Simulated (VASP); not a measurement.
## BaTe: single point with r2SCAN

BaTe:

```
Ba Te
1.0
     0.00000    3.63836    3.50334
     3.63836    0.00000    3.50334
     3.63836    3.63836    0.00000
Ba Te
1 1
Direct
  0.00000 0.00000 0.00000
  0.50000 0.50000 0.50000
```

This cell differs from its parent crystal: epitaxial xy strain +3.0%.

| Property | Result |
| --- | --- |
| Program | VASP 6.6.1 |
| Task | single point |
| Functional | r2SCAN |
| Potentials or basis | VASP PAW PBE potentials, release 64 (Ba_sv, Te) |
| Cutoff | 520 eV |
| k mesh | 6 × 6 × 6 |
| Occupations | gaussian, width 0.01 eV |
| Spin | no spin polarisation |

```
Pressure               : -1.0 GPa
Band gap on the k mesh : 1.97 eV, indirect (least direct gap 2.36 eV)
```

Stress tensor (GPa, compression positive):
```
-1.74  0.00  0.00
 0.00 -1.74  0.00
 0.00  0.00  0.36
```

Levels at points of the mesh, in eV from the valence-band top:
```tsv
k point	band 6	band 7	band 8	band 9	band 10	band 11
(0.00, 0.00, 0.00)	-0.08	-0.08	0.00	3.14	3.25	3.25
(0.50, 0.00, 0.00)	-2.07	-1.04	-1.02	4.46	5.00	5.15
(0.50, 0.50, 0.00)	-1.07	-0.49	-0.49	1.97	4.82	4.94
(0.50, 0.00, 0.50)	-1.21	-0.43	-0.38	1.98	4.65	5.06
```

It took 2.3 min on 1 thread of Intel(R) Xeon(R) Platinum 8488C (Sapphire Rapids), on a shared host, peak memory 0.27 GiB.

Caveat: the cell differs from its parent crystal (epitaxial xy strain +3.0%); the PAW data sets were made with another functional, which shifts forces and pressure a little; spin-orbit coupling is left out, which moves the levels of the heavy elements. A k mesh can miss the band edges.
